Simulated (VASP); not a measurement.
# Ti (I4/mmm) in VASP: further runs

The runs below take Ti through electric field gradients, with LDA.

Program: VASP 6.6.1. These are calculated values, not measurements. Logs are shortened: lines on timing, memory, paths and dates and some standing lists are left out, and cuts for length are marked.

## 1. The cell of the first run

It takes space group I4/mmm (No. 139, tetragonal). Conventional cell: a = 2.871 Å, b = 2.871 Å, c = 4.019 Å, α = 90.00°, β = 90.00°, γ = 90.00°. Ti (site symmetry 4/mmm) has 12 Ti at 2.86 to 2.87 Å within 3.8 Å.

## 2. Electric field gradients, LDA (zz strain of -1 %)

The input, INCAR:

```
SYSTEM = Ti
ALGO = Normal
EDIFF = 1E-8
ENCUT = 400
GGA = CA
GGA_COMPAT = .FALSE.
ISIF = 2
ISMEAR = -1
LASPH = .TRUE.
LCHARG = .FALSE.
LEFG = .TRUE.
LREAL = .FALSE.
LWAVE = .FALSE.
NBANDS = 12
NELM = 120
PREC = Accurate
SIGMA = 0.05
```

The input, KPOINTS:

```
k-points
0
G
  15 15 15
  0 0 0
```

The input, POSCAR:

```
Ti
1.0
    0.0000000000      2.0300000000      2.0097000000
    2.0300000000      0.0000000000      2.0097000000
    2.0300000000      2.0300000000      0.0000000000
Ti
1
Direct
    0.0000000000      0.0000000000      0.0000000000
```

Potentials or basis: VASP PAW LDA potentials, release 64 (Ti_sv).

Run with:

```bash
cat potpaw_LDA.64/Ti_sv/POTCAR > POTCAR
mpirun -np 1 vasp_std > vasp.out
```

OUTCAR:

```text
SYSTEM = Ti
   EDIFF = 1E-8
   ENCUT = 400
   GGA = CA
   ISIF = 2
   ISMEAR = -1
   LASPH = .TRUE.
   LREAL = .FALSE.
   NELM = 120
   PREC = Accurate

 ion  position               nearest neighbor table
   1  0.000  0.000  0.000-

  LATTYP: Found a body centered tetragonal cell.
 ALAT       =     2.8708535316
 C/A-ratio  =     1.4000714267

  Lattice vectors:

 A1 = (   0.0000000000,  -2.0300000000,  -2.0097000000)
 A2 = (   0.0000000000,   2.0300000000,  -2.0097000000)
 A3 = (   2.0300000000,   0.0000000000,   2.0097000000)

Analysis of symmetry for initial positions (statically):
=====================================================================
 Subroutine PRICEL returns:
 Original cell was already a primitive cell.

 Routine SETGRP: Setting up the symmetry group for a
 body centered tetragonal supercell.

 Subroutine GETGRP returns: Found 16 space group operations
 (whereof 16 operations were pure point group operations)
 out of a pool of 16 trial point group operations.

The static configuration has the point symmetry D_4h.

Analysis of symmetry for dynamics (positions and initial velocities):
=====================================================================
 Subroutine PRICEL returns:
 Original cell was already a primitive cell.

 Routine SETGRP: Setting up the symmetry group for a
 body centered tetragonal supercell.

 Subroutine GETGRP returns: Found 16 space group operations
 (whereof 16 operations were pure point group operations)
 out of a pool of 16 trial point group operations.

The dynamic configuration has the point symmetry D_4h.

 Subroutine INISYM returns: Found 16 space group operations
 (whereof 16 operations are pure point group operations),
 and found     1 'primitive' translations

----------------------------------------------------------------------------------------

                                     Primitive cell

  volume of cell :      16.5635

  direct lattice vectors                    reciprocal lattice vectors
     0.000000000  2.030000000  2.009700000    -0.246305419  0.246305419  0.248793352
     2.030000000  0.000000000  2.009700000     0.246305419 -0.246305419  0.248793352
     2.030000000  2.030000000  0.000000000     0.246305419  0.246305419 -0.248793352

  length of vectors
     2.856535330  2.856535330  2.870853532     0.428054729  0.428054729  0.428054729

  position of ions in fractional coordinates (direct lattice)
     0.000000000  0.000000000  0.000000000

  ion indices of the primitive-cell ions
   primitive index   ion index
                 1           1

----------------------------------------------------------------------------------------

 KPOINTS: k-points

Automatic generation of k-mesh.
 Grid dimensions read from file:
 generate k-points for:   15   15   15

 Generating k-lattice:

  Cartesian coordinates                     Fractional coordinates (reciprocal lattice)
    -0.016420361  0.016420361  0.016586223     0.066666667  0.000000000  0.000000000
     0.016420361 -0.016420361  0.016586223     0.000000000  0.066666667  0.000000000
     0.016420361  0.016420361 -0.016586223     0.000000000  0.000000000  0.066666667

  Length of vectors
     0.028536982  0.028536982  0.028536982

  Shift w.r.t. Gamma in fractional coordinates (k-lattice)
     0.000000000  0.000000000  0.000000000

 Subroutine IBZKPT returns following result:
 ===========================================

 Found    288 irreducible k-points:

 Following reciprocal coordinates:
            Coordinates               Weight
  0.000000  0.000000  0.000000      1.000000
  0.066667  0.000000  0.000000      8.000000
  0.133333  0.000000  0.000000      8.000000
  0.200000  0.000000  0.000000      8.000000
  0.266667  0.000000  0.000000      8.000000
  0.333333 -0.000000  0.000000      8.000000
[... 16 lines left out ...]
  0.133333  0.133333  0.000000      2.000000
  0.200000  0.133333  0.000000      8.000000
 [... further k-points ...]
   k-points           NKPTS =    288   k-points in BZ     NKDIM =    288   number of bands    NBANDS=     12
   number of dos      NEDOS =    301   number of ions     NIONS =      1
   total plane-waves  NPLWV =   8000
   dimension x,y,z NGX =    20 NGY =   20 NGZ =   20
   dimension x,y,z NGXF=    40 NGYF=   40 NGZF=   40
   ions per type =               1
   NGX,Y,Z   is equivalent  to a cutoff of  11.64, 11.64, 11.58 a.u.
   NGXF,Y,Z  is equivalent  to a cutoff of  23.28, 23.28, 23.16 a.u.
 SYSTEM =  Ti
   PREC   = accura    normal or accurate (medium, high low for compatibility)
   ISTART =      0    job   : 0-new  1-cont  2-samecut
   ICHARG =      2    charge: 1-file 2-atom 10-const
   ISPIN  =      1    spin polarized calculation?
   LNONCOLLINEAR =      F non collinear calculations
   LSORBIT =      F    spin-orbit coupling
   LASPH  =      T    aspherical Exc in radial PAW
   ENCUT  =  400.0 eV  29.40 Ry    5.42 a.u.   4.66  4.66  4.68*2*pi/ulx,y,z
   NELM   =    120;   NELMIN=  2; NELMDL= -5     # of ELM steps
   EDIFF  = 0.1E-07   stopping-criterion for ELM
   LREAL  =      F    real-space projection
   EDIFFG = 0.1E-06   stopping-criterion for IOM
   NSW    =      0    number of steps for IOM
   IBRION =     -1    ionic relax: 0-MD 1-quasi-New 2-CG
   NFREE  =      0    steps in history (QN), initial steepest desc. (CG)
   ISIF   =      2    stress and relaxation
   ISYM   =      2    0-nonsym 1-usesym 2-fastsym
   POTIM  = 0.5000    time-step for ionic-motion
   TEBEG  =    0.0;   TEEND  =   0.0 temperature during run
   PSTRESS=    0.0 pullay stress
   NELECT =      12.0000    total number of electrons
   NUPDOWN=      -1.0000    fix difference up-down
   EMIN   =  10.00;   EMAX   =-10.00  energy-range for DOS
   EFERMI =   0.00;   METHOD = LEGACY
   ISMEAR =    -1;   SIGMA  =   0.05  broadening in eV -4-tet -1-fermi 0-gaus
   EFERMI_NEDOS =   21; number of points for ismear=-14 and -15
   IALGO  =     38    algorithm
   IMIX   =      4    mixing-type and parameters
     AMIX     =   0.40;   BMIX     =  1.00
     AMIX_MAG =   1.60;   BMIX_MAG =  1.00
  volume/ion in A,a.u.               =      16.56       111.78
  Fermi-wavevector in a.u.,A,eV,Ry     =   1.470339  2.778538 29.414392  2.161897
  Thomas-Fermi vector in A             =   2.585608
   LORBIT       =      0    0 simple, 1 ext, 2 COOP (PROOUT), +10 PAW based schemes
   GGA     = CA    functional components
   LHFCALC =     F    Hartree Fock is set to
   AEXX    =    0.0000 exact exchange contribution
   IVDW    =     0    specifies the selected vdW correction
   LEPSILON=     F    determine dielectric tensor
   LRPA    =     F    only Hartree local field effects (RPA)
 non-spin polarized calculation
  energy-cutoff  :      400.00
  volume of cell :       16.56
 maximum number of plane-waves:       314
   NGX =  9   NGY =  9   NGZ =  9

 number of electron      11.9999994 magnetization

 Free energy of the ion-electron system (eV)
  ---------------------------------------------------
  ext. energy  EPLUGINS =         0.00000000
  ---------------------------------------------------
  free energy    TOTEN  =        -8.49203236 eV

  energy without entropy =       -8.47776503  energy(sigma->0) =       -8.48489869

 E-fermi :   8.5065     XC(G=0): -12.0143

 val. band max:        8.5059330398   @ k =  -0.4000   0.1333   0.0667
 cond. band min:       8.5081387598   @ k =  -0.4667   0.0667   0.1333
 fundamental gap:      0.0022057199
 Fermi energy:         8.5064721643

 k-point     1 :       0.0000    0.0000    0.0000
  band No.  band energies     occupation
      1     -47.4374      2.00000
      2     -23.6147      2.00000
      3     -23.6147      2.00000
      4     -23.6116      2.00000
      5       2.4046      2.00000
      6       9.3440      0.00000
      7       9.3440      0.00000
      8       9.4268      0.00000
      9      11.0365      0.00000
     10      11.1344      0.00000
     11      24.1098      0.00000
     12      28.6505      0.00000

 k-point     2 :       0.0667    0.0000    0.0000
  band No.  band energies     occupation
      1     -47.4307      2.00000
      2     -23.6500      2.00000
      3     -23.6194      2.00000
      4     -23.6169      2.00000
      5       2.5547      2.00000
      6       9.2710      0.00000
      7       9.3995      0.00000
      8       9.4620      0.00000
      9      11.0018      0.00000
     10      11.0964      0.00000
     11      24.2461      0.00000
     12      27.6273      0.00000
[... 316 lines left out ...]
 k-point    24 :       0.2000    0.1333    0.0000
  band No.  band energies     occupation
      1     -47.3811      2.00000
      2     -23.8443      2.00000
      3     -23.6878      2.00000
      4     -23.6795      2.00000
      5       3.6831      2.00000
      6       8.5667      0.46116
      7       9.8333      0.00000
      8       9.8820      0.00000
      9      10.4392      0.00000
     10      11.3190      0.00000
     11      24.7076      0.00000
     12      25.4382      0.00000

 [... further k-points ...]
[... 5 lines left out ...]
  --------------------------------------------------------------------------------------
  -------------------------------------------------------------------------------------
  Total       -0.4926096     -0.4926096     -0.4508605      0.0000000      0.0000000      0.0000000
  in kB      -47.6496992    -47.6496992    -43.6113421      0.0000000      0.0000000      0.0000000
  external PRESSURE =     -46.3035801 kB  Pullay stress =       0.0000000 kB

 VOLUME and BASIS-vectors are now :
 -----------------------------------------------------------------------------
  energy-cutoff  :      400.00
  volume of cell :       16.56
      direct lattice vectors                 reciprocal lattice vectors
     0.000000000  2.030000000  2.009700000    -0.246305419  0.246305419  0.248793352
     2.030000000  0.000000000  2.009700000     0.246305419 -0.246305419  0.248793352
     2.030000000  2.030000000  0.000000000     0.246305419  0.246305419 -0.248793352

 POSITION                                       TOTAL-FORCE (eV/Angst)
 -----------------------------------------------------------------------------------
      0.00000      0.00000      0.00000         0.000000     -0.000000      0.000000
 -----------------------------------------------------------------------------------
    total drift:                                0.000000      0.000000      0.000000

  FREE ENERGIE OF THE ION-ELECTRON SYSTEM (eV)
  ---------------------------------------------------
  free  energy   TOTEN  =        -8.4920323612 eV

  energy  without entropy=       -8.4777650258  energy(sigma->0) =       -8.48489869

 Electric field gradients (V/A^2)
---------------------------------------------------------------------
 ion       V_xx      V_yy      V_zz      V_xy      V_xz      V_yz
---------------------------------------------------------------------
   1      -0.311    -0.311     0.623     0.000     0.001     0.001
---------------------------------------------------------------------

 Electric field gradients after diagonalization (V/A^2)
 (convention: |V_zz| > |V_xx| > |V_yy|)
----------------------------------------------------------------------
 ion       V_xx      V_yy      V_zz     asymmetry (V_yy - V_xx)/ V_zz
----------------------------------------------------------------------
   1      -0.312    -0.311     0.623       0.001
----------------------------------------------------------------------

           NMR quadrupolar parameters

 Cq : quadrupolar parameter    Cq=e*Q*V_zz/h
 eta: asymmetry parameters     (V_yy - V_xx)/ V_zz
 Q  : nuclear electric quadrupole moment in mb (millibarn)
----------------------------------------------------------------------
 ion       Cq(MHz)       eta       Q (mb)
----------------------------------------------------------------------
   1       0.002       0.001       1.000
----------------------------------------------------------------------
```

It took 59 s on 1 thread of Intel Xeon Platinum 8259CL at 2.50GHz (Skylake/Cascade Lake), shared host; peak memory 0.14 GiB.

What came out:

```yaml
Free_energy: -8.4920 eV
Pressure: -4.6 GPa
Band_gap_on_the_k_mesh: zero (bands 6 and 7 overlap by 1.15 eV)
Largest_electric_field_gradient_by_atom: Ti +0.6 V/Å²
```

Electric field gradients, principal values (V/Å²):
```tsv
atom	least	middle	greatest (by size)
1 Ti	-0.311	-0.312	0.623
```

Caveat: the cell differs from its parent crystal (zz strain of -1 %); the cell stands under tension; without QUAD_EFG the Cq values of the log hold for a quadrupole moment of 1 mb, not for the nuclei.

## 3. Electric field gradients, LDA (zz strain of +2 %)

The input, INCAR:

```
SYSTEM = Ti
PREC     = Accurate       ! precision mode
ENCUT    = 400            ! plane-wave cutoff, eV
EDIFF    = 1E-8           ! SCF threshold, eV
ISMEAR   = -1             ! smearing method
SIGMA    = 0.05           ! smearing width, eV
LREAL    = .False.        ! projectors in reciprocal space
LASPH    = .True.         ! aspherical terms in the spheres
NELM     = 120            ! most SCF steps
ALGO     = Normal         ! electronic algorithm
ISIF     = 2              ! what is computed and relaxed
LWAVE    = .False.        ! write WAVECAR
LCHARG   = .False.        ! write CHGCAR
LEFG     = .True.       
NBANDS   = 12             ! bands
GGA_COMPAT= .False.
```

The input, KPOINTS:

```
Automatic mesh
0
Gamma
  15 15 15
  0 0 0
```

The input, POSCAR:

```
Ti
1.0
    0.0000000000      2.0300000000      2.0706000000
    2.0300000000      0.0000000000      2.0706000000
    2.0300000000      2.0300000000      0.0000000000
Ti
1
Direct
    0.0000000000      0.0000000000      0.0000000000
```

Potentials or basis: VASP PAW LDA potentials, release 64 (Ti_sv).

Run with:

```bash
cat potpaw_LDA.64/Ti_sv/POTCAR > POTCAR
mpirun -np 1 vasp_std > vasp.out
```

OUTCAR:

```text
SYSTEM = Ti
   PREC = Accurate
   ENCUT = 400
   EDIFF = 1E-8
   ISMEAR = -1
   LREAL = .False.
   LASPH = .True.
   NELM = 120
   ISIF = 2

 ion  position               nearest neighbor table
   1  0.000  0.000  0.000-

  LATTYP: Found a body centered tetragonal cell.
 ALAT       =     2.8708535316
 C/A-ratio  =     1.4424978336

  Lattice vectors:

 A1 = (  -2.0300000000,   0.0000000000,   2.0706000000)
 A2 = (   2.0300000000,   0.0000000000,   2.0706000000)
 A3 = (   0.0000000000,   2.0300000000,  -2.0706000000)

Analysis of symmetry for initial positions (statically):
=====================================================================
 Subroutine PRICEL returns:
 Original cell was already a primitive cell.

 Routine SETGRP: Setting up the symmetry group for a
 body centered tetragonal supercell.

 Subroutine GETGRP returns: Found 16 space group operations
 (whereof 16 operations were pure point group operations)
[... 539 lines left out ...]

 VOLUME and BASIS-vectors are now :
 -----------------------------------------------------------------------------
  energy-cutoff  :      400.00
  volume of cell :       17.07
      direct lattice vectors                 reciprocal lattice vectors
     0.000000000  2.030000000  2.070600000    -0.246305419  0.246305419  0.241475901
     2.030000000  0.000000000  2.070600000     0.246305419 -0.246305419  0.241475901
     2.030000000  2.030000000  0.000000000     0.246305419  0.246305419 -0.241475901

 POSITION                                       TOTAL-FORCE (eV/Angst)
 -----------------------------------------------------------------------------------
      0.00000      0.00000      0.00000         0.000000      0.000000     -0.000000
 -----------------------------------------------------------------------------------
    total drift:                                0.000000      0.000000      0.000000

  FREE ENERGIE OF THE ION-ELECTRON SYSTEM (eV)
  ---------------------------------------------------
  free  energy   TOTEN  =        -8.4748877895 eV

  energy  without entropy=       -8.4603020156  energy(sigma->0) =       -8.46759490

 Electric field gradients (V/A^2)
---------------------------------------------------------------------
 ion       V_xx      V_yy      V_zz      V_xy      V_xz      V_yz
---------------------------------------------------------------------
   1       0.967     0.967    -1.934     0.001     0.000     0.000
---------------------------------------------------------------------

 Electric field gradients after diagonalization (V/A^2)
 (convention: |V_zz| > |V_xx| > |V_yy|)
----------------------------------------------------------------------
 ion       V_xx      V_yy      V_zz     asymmetry (V_yy - V_xx)/ V_zz
----------------------------------------------------------------------
   1       0.968     0.966    -1.934       0.001
----------------------------------------------------------------------

           NMR quadrupolar parameters

 Cq : quadrupolar parameter    Cq=e*Q*V_zz/h
 eta: asymmetry parameters     (V_yy - V_xx)/ V_zz
 Q  : nuclear electric quadrupole moment in mb (millibarn)
----------------------------------------------------------------------
 ion       Cq(MHz)       eta       Q (mb)
----------------------------------------------------------------------
   1      -0.005       0.001       1.000
----------------------------------------------------------------------
```

OSZICAR:

```text
N       E                     dE             d eps       ncg     rms          rms(c)
DAV:   1     0.752437900232E+02    0.75244E+02   -0.56532E+03  6992   0.102E+03
DAV:   2    -0.614723426683E+01   -0.81391E+02   -0.79210E+02  7040   0.268E+02
DAV:   3    -0.943858928320E+01   -0.32914E+01   -0.32634E+01  9068   0.580E+01
DAV:   4    -0.951312134157E+01   -0.74532E-01   -0.74473E-01  7888   0.781E+00
DAV:   5    -0.951510500560E+01   -0.19837E-02   -0.19836E-02  8168   0.112E+00    0.829E+00
DAV:   6    -0.849105092133E+01    0.10241E+01   -0.21063E+00  7560   0.211E+01    0.214E+00
DAV:   7    -0.847050462737E+01    0.20546E-01   -0.89761E-02  8496   0.314E+00    0.123E+00
DAV:   8    -0.847468801559E+01   -0.41834E-02   -0.34862E-02  7176   0.252E+00    0.160E-01
DAV:   9    -0.847487854045E+01   -0.19052E-03   -0.24707E-03  8764   0.576E-01    0.672E-02
DAV:  10    -0.847489502859E+01   -0.16488E-04   -0.24600E-04  7544   0.186E-01    0.892E-03
DAV:  11    -0.847488930168E+01    0.57269E-05   -0.19149E-05  7964   0.645E-02    0.116E-02
DAV:  12    -0.847488776902E+01    0.15327E-05   -0.41121E-06  7772   0.262E-02    0.935E-04
DAV:  13    -0.847488783297E+01   -0.63948E-07   -0.70531E-08  8008   0.290E-03    0.454E-04
DAV:  14    -0.847488778787E+01    0.45099E-07   -0.63548E-09  5276   0.125E-03    0.946E-05
DAV:  15    -0.847488778953E+01   -0.16596E-08   -0.48932E-10  4060   0.204E-04
   1 F= -.84748878E+01 E0= -.84675949E+01  d E =-.145858E-01
```

Run time: 54 s. Hardware: 1 thread of Intel Xeon Platinum 8259CL at 2.50GHz (Skylake/Cascade Lake), shared host; peak memory 0.15 GiB.

Results:

- Free energy: -8.4749 eV
- Pressure: -7.7 GPa
- Band gap on the k mesh: zero (bands 6 and 7 overlap by 1.08 eV)
- Largest electric field gradient by atom: Ti -1.9 V/Å²

Stress tensor (GPa, compression positive):
```
-7.45  0.00  0.00
 0.00 -7.45  0.00
 0.00  0.00 -8.07
```

Levels at points of the mesh, in eV from the Fermi level:
| k point | band 3 | band 4 | band 5 | band 6 | band 7 | band 8 | band 9 | band 10 |
| --- | --- | --- | --- | --- | --- | --- | --- | --- |
| (0.00, 0.00, 0.00) | -32.20 | -32.20 | -6.03 | 0.75 | 0.91 | 0.91 | 2.40 | 2.59 |

Electric field gradients, principal values (V/Å²):
```
atom  least  middle  greatest (by size)
1 Ti  0.966   0.968              -1.934
```

Caveat: the cell differs from its parent crystal (zz strain of +2 %); the cell stands under tension; without QUAD_EFG the Cq values of the log hold for a quadrupole moment of 1 mb, not for the nuclei.
